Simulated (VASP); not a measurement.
Runs of VASP 6.6.1 on GaN. The structure is that of space group Pm-3m (No. 221), or close to it. The cells are those of the table. 

| task | level | cell | k mesh | cutoff (eV) | grid for exact exchange (PRECFOCK) | share of exact exchange | screening parameter | gap on the mesh (eV) | pressure (GPa) |
| --- | --- | --- | --- | --- | --- | --- | --- | --- | --- |
| single point | PBE | a = 2.696 Å, 2 atoms | 10 × 10 × 10 | 520 | - | - | - | none | 9.1 |
| single point | HSE06 | a = 2.696 Å, 2 atoms | 6 × 6 × 6 | 520 | Normal | 0.25 | 0.2079 1/Å | none | (a) |
| relaxation of cell and atoms | r2SCAN | relaxed from a = 2.745 Å, 2 atoms | 8 × 8 × 8 | 600 | - | - | - | none | 0.1 |
| single point | r2SCAN | a = 2.696 Å, 2 atoms | 8 × 8 × 8 | 520 | - | - | - | none | 0.7 |
| single point | r2SCAN | a = 2.696 Å, 2 atoms | 10 × 10 × 10 | 520 | - | - | - | none | 0.7 |

Alike in all rows: potentials or basis VASP PAW PBE potentials, release 64 (Ga_d, N); no spin polarisation; smearing fermi-dirac 0.02 eV.

Problem. Estimate the missing entries.

Solution. (a) -1.6.

Caveats: some runs use coarse meshes; the structure was generated, so it needn't be the stable form of GaN; the PAW data sets were made with another functional, which shifts forces and pressure a little (at least some runs); the cell stands under pressure (at least some runs).

A k mesh can miss the band edges, and the runs leave out spin-orbit coupling on Ga.

A gap of «none» marks levels without a gap at the run's occupations.
